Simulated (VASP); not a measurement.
Here is a VASP 6.6.1 calculation.

The input INCAR:

```
PREC = Accurate
ENCUT = 520
EDIFF = 1E-6
ISMEAR = -1
SIGMA = 0.05
LREAL = F
LASPH = T
NELM = 60
ALGO = Normal
ISIF = 2
LWAVE = F
LCHARG = T
GGA = RE
LELF = T
LVHAR = T
NBANDS = 12
```

The input KPOINTS:

```
Automatic mesh
0
Gamma
  10 10 10
```

POSCAR

```
B2P
1.0
    1.5151200000      0.8747500000      3.9248800000
   -1.5151200000      0.8747500000      3.9248800000
    0.0000000000     -1.7495000000      3.9248800000
B P
2 1
Direct
    0.4293400000      0.4293400000      0.4293400000
    0.5706600000      0.5706600000      0.5706600000
    0.0000000000      0.0000000000      0.0000000000
```

Potentials or basis: VASP PAW PBE potentials, release 64 (B, P).

Command:

```sh
$ cat potpaw_PBE.64/B/POTCAR potpaw_PBE.64/P/POTCAR > POTCAR
$ mpirun -np 1 vasp_std > vasp.out
```

Task: Estimate the largest force.

Result: 0.023 eV/Å.

Task: Predict the band gap on the k mesh.

Result: Zero (an odd number of electrons rules out a gap without spin polarisation).

Task: Estimate the pressure.

Result: 1.4 GPa.

Forces in eV/Å, atoms in the order of the input:
```
B    0.000  0.000  0.023
B    0.000  0.000 -0.023
P    0.000  0.000  0.000
```

Caveat: the PAW data sets were made with another functional, which shifts forces and pressure a little.
